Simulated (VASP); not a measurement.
A run of VASP 6.6.1 is set up as follows.

Contents of POSCAR:

```
Al2AuS4
1.0
    0.0000000000      5.2740420000      0.0000000000
    5.2740420000      0.0000000000      0.0000000000
    2.6370210000      2.6370210000     -5.2232470000
Au Al S
1 2 4
Direct
    0.0000000000      0.0000000000      0.0000000000
    0.7500000000      0.2500000000      0.5000000000
    0.5000000000      0.5000000000      0.0000000000
    0.3800000000      0.3900000000      0.7400000000
    0.6100000000      0.1200000000      0.2600000000
    0.8800000000      0.8700000000      0.7400000000
    0.1300000000      0.6200000000      0.2600000000
```

File INCAR.step1:

```
PREC = Accurate
ENCUT = 520
ISMEAR = -1
SIGMA = 0.1
LREAL = False
LASPH = True
NELM = 60
NBANDS = 30
GGA = PE
ALGO = Normal
EDIFF = 1E-4
LWAVE = True
LCHARG = False
```

Contents of INCAR.step2:

```
PREC = Accurate
ENCUT = 520
EDIFF = 1E-7
ISMEAR = -1
SIGMA = 0.1
LREAL = False
LASPH = True
NELM = 60
ALGO = Normal
ISIF = 2
LWAVE = False
LCHARG = False
METAGGA = R2SCAN
LMIXTAU = True
NBANDS = 30
ISTART = 1
```

File KPOINTS:

```
Automatic mesh
0
Gamma
  4 4 4
```

Potentials or basis: VASP PAW PBE potentials, release 64 (Au, Al, S).

Command:

```console
$ cat potpaw_PBE.64/Au/POTCAR potpaw_PBE.64/Al/POTCAR potpaw_PBE.64/S/POTCAR > POTCAR
$ cp INCAR.step1 INCAR
$ mpirun -np 1 vasp_std > vasp.out
$ cp INCAR.step2 INCAR
$ mpirun -np 1 vasp_std > vasp.out
```

Estimate the pressure.

3.4 GPa.

Estimate the largest force.

1.432 eV/Å.

Forces in eV/Å, atoms in the order of the input:
```
Au   0.000  0.000  0.000
Al   0.000  0.000  0.000
Al   0.000  0.000  0.000
S    0.751  0.994  0.706
S    0.994 -0.751 -0.706
S   -0.751 -0.994  0.706
S   -0.994  0.751 -0.706
```

Caveat: the PAW data sets were made with another functional, which shifts forces and pressure a little.
